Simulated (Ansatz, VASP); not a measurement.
# Ga2O3: VASP beside Ansatz

```
CELL_PARAMETERS angstrom
4.11400 0.00000 0.00000
0.00000 4.11400 0.00000
0.00000 0.00000 4.11400
ATOMIC_POSITIONS crystal
Ga 0.50000 0.50000 0.50000
Ga 0.00000 0.00000 0.00000
O 0.50000 0.00000 0.00000
O 0.00000 0.50000 0.00000
O 0.00000 0.00000 0.50000
```

Alike in both runs: task single point; functional PBE; k mesh 4 × 4 × 4; occupations gaussian, width 0.1 eV; collinear spin.

|  | VASP | Ansatz |
| --- | --- | --- |
| version | VASP 6.6.1 | Ansatz 0.2.0 |
| potentials or method | VASP PAW PBE potentials, release 64 (Ga_d, O), cutoff 520 eV | scalar-relativistic, plane waves, PAW |
| valence electrons in the cell | 44 | 44 |

```tsv
	VASP	Ansatz	Ansatz less VASP
gap on the k mesh at the Fermi level (eV)	none	none	-
pressure (GPa)	-15.6	-15.9	-0.29
net moment per atom (μB)	0.31	0.30	-0.001
size of the moment on the site where the two differ most (μB)	0.38	0.42	+0.032
```

Site moments also hang on the region over which each program counts them. A gap of «none» marks a metal or a gap that the smearing closes.

The k mesh is coarse, so the values compare programs but aren't converged.
